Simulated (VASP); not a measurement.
# C in VASP: settings compared, part 2 of 2

VASP 6.6.1.

## 4. Single point, r2SCAN

This run uses another cell than the first one, of 67.90 Å³/atom, 0.992 times its volume.

Contents of POSCAR:

```
C
1.0
    2.4557712690      0.0000000000      0.0000000000
   -1.2278856345      2.1267603049      0.0000000000
    0.0000000000      0.0000000000     26.0000000000
C
2
Direct
    0.0000000000      0.0000000000      0.5000000000
    0.6666666667      0.3333333333      0.5000000000
```

Contents of INCAR.step1:

```
SYSTEM = C
  PREC = Accurate
  ENCUT = 520
  ISMEAR = 0
  SIGMA = 0.1
  LREAL = .FALSE.
  LASPH = .TRUE.
  NELM = 100
  LDIPOL = .TRUE.
  IDIPOL = 3
  DIPOL = 0.5 0.5 0.500
  NBANDS = 11
  GGA = PE
  ALGO = Normal
  EDIFF = 1E-4
  LWAVE = .TRUE.
  LCHARG = .FALSE.
```

Contents of INCAR.step2:

```
SYSTEM = C
  PREC = Accurate
  ENCUT = 520
  EDIFF = 1E-7
  ISMEAR = 0
  SIGMA = 0.1
  LREAL = .FALSE.
  LASPH = .TRUE.
  NELM = 100
  ALGO = Normal
  ISIF = 2
  LWAVE = .FALSE.
  LCHARG = .FALSE.
  LDIPOL = .TRUE.
  IDIPOL = 3
  DIPOL = 0.5 0.5 0.500
  METAGGA = R2SCAN
  LMIXTAU = .TRUE.
  NBANDS = 11
  ISTART = 1
```

Contents of KPOINTS:

```
regular mesh
0
G
  21 21 1
  0 0 0
```

Potentials or basis: VASP PAW PBE potentials, release 64 (C).

Launch:

```sh
cat potpaw_PBE.64/C/POTCAR > POTCAR
cp INCAR.step1 INCAR
mpirun -np 1 vasp_std > vasp.out
cp INCAR.step2 INCAR
mpirun -np 1 vasp_std > vasp.out
```

OUTCAR:

```text
SYSTEM = C
   PREC = Accurate
   ENCUT = 520
   EDIFF = 1E-7
   ISMEAR = 0
   LREAL = .FALSE.
   LASPH = .TRUE.
   NELM = 100
   ISIF = 2
   METAGGA = R2SCAN
   ISTART = 1

 ion  position               nearest neighbor table
   1  0.000  0.000  0.500-   2 1.42   2 1.42   2 1.42
   2  0.667  0.333  0.500-   1 1.42   1 1.42   1 1.42

  LATTYP: Found a hexagonal cell.
 ALAT       =     2.4557712690
 C/A-ratio  =    10.5873052300

  Lattice vectors:

[... 529 lines left out ...]
 vacuum level on the upper side and lower side of the slab       (xc-potential included)        -0.016        -0.016

  FORCE on cell =-STRESS in cart. coord.  units (eV):
  Direction    XX          YY          ZZ          XY          YZ          ZX
  --------------------------------------------------------------------------------------
  -------------------------------------------------------------------------------------
  Total        0.1198469      0.1198469     -0.0131144     -0.0000000      0.0000000      0.0000000
  in kB        1.4140262      1.4140262     -0.1547318     -0.0000000      0.0000000      0.0000000
  external PRESSURE =       0.8911068 kB  Pullay stress =       0.0000000 kB

 VOLUME and BASIS-vectors are now :
 -----------------------------------------------------------------------------
  energy-cutoff  :      520.00
  volume of cell :      135.79
      direct lattice vectors                 reciprocal lattice vectors
     2.455771269  0.000000000  0.000000000     0.407204047  0.235099366  0.000000000
    -1.227885634  2.126760305  0.000000000     0.000000000  0.470198733  0.000000000
     0.000000000  0.000000000 26.000000000     0.000000000  0.000000000  0.038461538

 POSITION                                       TOTAL-FORCE (eV/Angst)
 -----------------------------------------------------------------------------------
      0.00000      0.00000     13.00000        -0.000000      0.000000      0.000000
      1.22789      0.70892     13.00000         0.000000     -0.000000      0.000000
 -----------------------------------------------------------------------------------
    total drift:                               -0.000000      0.000000      0.000000

  FREE ENERGIE OF THE ION-ELECTRON SYSTEM (eV)
  ---------------------------------------------------
  free  energy   TOTEN  =       -19.8424389223 eV

  energy  without entropy=      -19.8419271857  energy(sigma->0) =      -19.84218305

 vacuum level on the upper side and lower side of the slab         1.131         1.131
```

OUTCAR.step1:

```text
SYSTEM = C
   PREC = Accurate
   ENCUT = 520
   ISMEAR = 0
   LREAL = .FALSE.
   LASPH = .TRUE.
   NELM = 100
   GGA = PE
   EDIFF = 1E-4

[... 560 lines left out ...]
      0.00000      0.00000     13.00000         0.000000     -0.000000      0.000000
      1.22789      0.70892     13.00000        -0.000000      0.000000      0.000000
 -----------------------------------------------------------------------------------
    total drift:                               -0.000000      0.000000      0.000000

  FREE ENERGIE OF THE ION-ELECTRON SYSTEM (eV)
  ---------------------------------------------------
  free  energy   TOTEN  =       -18.4476611078 eV

  energy  without entropy=      -18.4471493712  energy(sigma->0) =      -18.44740524

 vacuum level on the upper side and lower side of the slab         1.150         1.150
```

OSZICAR.step1:

```text
N       E                     dE             d eps       ncg     rms          rms(c)
DAV:   1     0.596904319741E+02    0.59690E+02   -0.31502E+03  1104   0.511E+02
DAV:   2    -0.137424120712E+02   -0.73433E+02   -0.61252E+02  1488   0.111E+02
DAV:   3    -0.197040368615E+02   -0.59616E+01   -0.59444E+01  1499   0.429E+01
DAV:   4    -0.197693512243E+02   -0.65314E-01   -0.65296E-01  1657   0.496E+00
DAV:   5    -0.197698491291E+02   -0.49790E-03   -0.49786E-03  1543   0.324E-01    0.641E+00
DAV:   6    -0.188216023957E+02    0.94825E+00   -0.86190E-01  1321   0.504E+00    0.378E+00
DAV:   7    -0.184559107839E+02    0.36569E+00   -0.11767E+00  1409   0.581E+00    0.987E-01
DAV:   8    -0.184493580101E+02    0.65528E-02   -0.28211E-02  1352   0.929E-01    0.103E-01
DAV:   9    -0.184483854927E+02    0.97252E-03   -0.58772E-04  1489   0.140E-01    0.777E-02
DAV:  10    -0.184459242872E+02    0.24612E-02   -0.32554E-03  1298   0.217E-01    0.547E-02
DAV:  11    -0.184463752558E+02   -0.45097E-03   -0.80835E-05  1332   0.490E-02    0.421E-02
DAV:  12    -0.184466882698E+02   -0.31301E-03   -0.18674E-04  1262   0.543E-02    0.247E-02
DAV:  13    -0.184470757313E+02   -0.38746E-03   -0.21245E-05  1329   0.178E-02    0.723E-03
DAV:  14    -0.184475148305E+02   -0.43910E-03   -0.60567E-05  1227   0.234E-02    0.637E-03
DAV:  15    -0.184476473854E+02   -0.13255E-03   -0.11817E-05  1219   0.117E-02    0.336E-03
DAV:  16    -0.184476611078E+02   -0.13722E-04   -0.10880E-06  1330   0.489E-03
   1 F= -.18447661E+02 E0= -.18447405E+02  d E =-.511737E-03
```

Wall time 6.4 min (1 thread of Intel Xeon 6975P-C (Granite Rapids), shared host); peak memory 0.27 GiB.

Results:

| Property | Result |
| --- | --- |
| Free energy | -19.8424 eV |
| Band gap on the k mesh | zero (filled and empty bands touch) |

Caveat: the PAW data sets were made with another functional, which shifts forces and pressure a little.

## 5. Single point, HSE06

Contents of POSCAR:

```
C
1.0
    2.4657067203      0.0000000000      0.0000000000
   -1.2328533601      2.1353646581      0.0000000000
    0.0000000000      0.0000000000     26.0000000000
C
2
Direct
    0.0000000000      0.0000000000      0.5000000000
    0.6666666667      0.3333333333      0.5000000000
```

Contents of INCAR.step1:

```
SYSTEM = C
ALGO     = Normal         ! electronic algorithm
DIPOL    = 0.5 0.5 0.500
EDIFF    = 1E-5           ! SCF threshold, eV
ENCUT    = 520            ! plane-wave cutoff, eV
GGA      = PE             ! functional
IDIPOL   = 3            
ISIF     = 2              ! what is computed and relaxed
ISMEAR   = 0              ! smearing method
LASPH    = .True.         ! aspherical terms in the spheres
LCHARG   = .False.        ! write CHGCAR
LDIPOL   = .True.       
LREAL    = .False.        ! projectors in reciprocal space
LWAVE    = .True.         ! write WAVECAR
NBANDS   = 11             ! bands
NELM     = 60             ! most SCF steps
PREC     = Accurate       ! precision mode
SIGMA    = 0.1            ! smearing width, eV
```

Contents of INCAR.step2:

```
SYSTEM = C
ALGO     = Normal         ! electronic algorithm
DIPOL    = 0.5 0.5 0.500
EDIFF    = 1E-7           ! SCF threshold, eV
ENCUT    = 520            ! plane-wave cutoff, eV
GGA      = PE             ! functional
HFSCREEN = 0.2079         ! screening, 1/A
IDIPOL   = 3            
ISIF     = 2              ! what is computed and relaxed
ISMEAR   = 0              ! smearing method
ISTART   = 1            
LASPH    = .True.         ! aspherical terms in the spheres
LCHARG   = .False.        ! write CHGCAR
LDIPOL   = .True.       
LHFCALC  = .True.         ! exact exchange
LREAL    = .False.        ! projectors in reciprocal space
LWAVE    = .False.        ! write WAVECAR
NBANDS   = 11             ! bands
NELM     = 60             ! most SCF steps
PREC     = Accurate       ! precision mode
PRECFOCK = Normal       
SIGMA    = 0.1            ! smearing width, eV
```

Contents of KPOINTS:

```
k-points
0
Gamma
  9 9 1
  0 0 0
```

Launch:

```sh
cat potpaw_PBE.64/C/POTCAR > POTCAR
cp INCAR.step1 INCAR
mpirun -np 1 vasp_std > vasp.out
cp INCAR.step2 INCAR
mpirun -np 1 vasp_std > vasp.out
```

It took 11 min on 1 thread of Intel Xeon Platinum 8488C (Sapphire Rapids), shared host; peak memory 0.34 GiB.

It converged, with:

```yaml
Free_energy: -21.1487 eV
Band_gap_on_the_k_mesh: zero (filled and empty bands touch)
```

Levels at points of the mesh, in eV from the Fermi level:
```csv
k point,band 1,band 2,band 3,band 4,band 5,band 6,band 7,band 8,band 9
"(0.00, 0.00, 0.00)",-22.07,-8.86,-4.02,-4.02,3.52,4.23,4.42,4.92,5.20
```

Caveat: the PAW data sets were made with another functional, which shifts forces and pressure a little.

## 6. Summary

```tsv
level	potentials or basis	cell	k mesh	grid for exact exchange (PRECFOCK)	screening parameter	gap on the mesh (eV)
PBE	VASP PAW PBE potentials, release 64 (C)	a = 2.466, b = 2.466, c = 26.000 Å, angles 90.0, 90.0, 120.0°, 2 atoms	21 × 21 × 1	-	-	none
LDA	VASP PAW LDA potentials, release 64 (C)	a = 2.466, b = 2.466, c = 26.000 Å, angles 90.0, 90.0, 120.0°, 2 atoms	21 × 21 × 1	-	-	none
r2SCAN	VASP PAW PBE potentials, release 64 (C)	a = 2.456, b = 2.456, c = 26.000 Å, angles 90.0, 90.0, 120.0°, 2 atoms	21 × 21 × 1	-	-	none
HSE06	VASP PAW PBE potentials, release 64 (C)	a = 2.466, b = 2.466, c = 26.000 Å, angles 90.0, 90.0, 120.0°, 2 atoms	9 × 9 × 1	Normal	0.2079 1/Å	none
```

Alike in all rows: task single point; no spin polarisation; cutoff (eV) 520; smearing gaussian 0.1 eV.

Caveats: the PAW data sets were made with another functional, which shifts forces and pressure a little (some runs).

Total energies depend on the potentials used, so only differences within one code and one set of settings carry meaning.
